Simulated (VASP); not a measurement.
A run of VASP 6.6.1:

Contents of INCAR:

```
PREC = Accurate
ENCUT = 520
EDIFF = 1E-7
ISMEAR = -1
SIGMA = 0.1
LREAL = F
LASPH = T
NELM = 150
ALGO = Normal
ISIF = 2
LWAVE = F
LCHARG = F
ISPIN = 2
MAGMOM = 1 1 1 1 1
LORBIT = 11
LMAXMIX = 4
LDIPOL = T
IDIPOL = 3
DIPOL = 0.5 0.5 0.500
NBANDS = 37
```

Contents of KPOINTS:

```
regular mesh
0
Gamma
  15 15 1
```

File POSCAR:

```
Ni
1.0
    2.4218354203      0.0000000000      0.0000000000
   -1.2109177101      2.0973709978      0.0000000000
    0.0000000000      0.0000000000     14.8588000000
Ni
5
Direct
    0.3333333333      0.1666666667      0.2355523128
    0.6666666667      0.8333333333      0.3669296953
    1.0000000000      0.5000000000      0.4999999494
    0.3333333333      0.1666666667      0.6330702562
    0.6666666667      0.8333333333      0.7644476872
```

Potentials or basis: VASP PAW LDA potentials, release 64 (Ni).

Command:

```console
$ cat potpaw_LDA.64/Ni/POTCAR > POTCAR
$ mpirun -np 1 vasp_std > vasp.out
```

Hardware: 1 thread of AMD EPYC 9R45 96-Core Processor (Zen 5), with other jobs on the host.

Task: How long does it take, and how much memory?

Result: Wall time 2.4 min on 1 thread of AMD EPYC 9R45 96-Core Processor (Zen 5), on a shared host, peak memory 0.2 GiB. Counts: scf iterations 25, k points 27.
